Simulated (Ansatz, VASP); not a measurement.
## BF: VASP beside Ansatz

INCAR

```
PREC = Accurate
ENCUT = 910
EDIFF = 1E-7
ISMEAR = 0
SIGMA = 0.02
LREAL = False
LASPH = True
NELM = 120
ALGO = Normal
ISIF = 3
LWAVE = False
LCHARG = False
GGA = PE
IBRION = 2
NSW = 100
EDIFFG = -0.01
GGA_COMPAT = False
NELMIN = 4
```

File KPOINTS:

```
Automatic mesh
0
Gamma
  12 12 4
```

Contents of POSCAR:

```
BF
1.0
    1.5901809612     -1.5899445728      0.0000000000
    1.5901809612      1.5899445728      0.0000000000
   -0.2756102821      0.0000000000      9.2727579437
B F
2 2
Direct
    0.9902755032      0.5079125616      0.9326077992
    0.5079125616      0.9902755032      0.4326077992
    0.4981950176      0.4806169275      0.3210921908
    0.4806169275      0.4981950176      0.8210921908
```

Input for Ansatz:

```yaml
crystal:
  lattice:
    - [1.5901809612, -1.5899445728, 0.0]
    - [1.5901809612, 1.5899445728, 0.0]
    - [-0.2756102821, 0.0, 9.2727579437]
  atoms:
    - { symbol: B, position: [0.9902755032, 0.5079125616, 0.9326077992] }
    - { symbol: B, position: [0.5079125616, 0.9902755032, 0.4326077992] }
    - { symbol: F, position: [0.4981950176, 0.4806169275, 0.3210921908] }
    - { symbol: F, position: [0.4806169275, 0.4981950176, 0.8210921908] }
basis:
  ecutwfc: 420
kpoints:
  mp_grid: { grid: [12, 12, 4] }
hamiltonian:
  xc: pbe
scf:
  occupations: { method: gaussian, width: 0.02 }
output:
  forces: true
  stress: true
  eigenvalues: true
relax:
  adjacent_minimum: "off"
  f_tol: 0.01
  max_steps: 80
  cell: { stress_tol: 0.05 }
```

Change from the starting cell: species swapped into the CuO type (Cc, No. 9).

Alike in both runs: task relaxation of cell and atoms; functional PBE; k mesh 12 × 12 × 4; occupations gaussian, width 0.02 eV; no spin polarisation.

|  | VASP | Ansatz |
| --- | --- | --- |
| version | VASP 6.6.1 | Ansatz 0.2.0 |
| potentials or method | VASP PAW PBE potentials, release 64 (B_h, F_h), cutoff 910 eV | scalar-relativistic, plane waves, PAW |
| valence electrons in the cell | 20 | 20 |

Ansatz gave:

```
gap on the k mesh at the Fermi level, each at its own relaxed structure (eV) : 0.81
relaxed volume (Å³/atom)                                                     : 11.91
relaxed cell length with the largest relative difference (Å)                 : 9.416
```

**Question.** Estimate VASP's values.

**Answer.** gap on the k mesh at the Fermi level, each at its own relaxed structure (eV): 0.80; relaxed volume (Å³/atom): 11.46; relaxed cell length with the largest relative difference (Å): 9.086.

Noted on VASP's run: the cutoff is short for stress, so the pressure is rough.
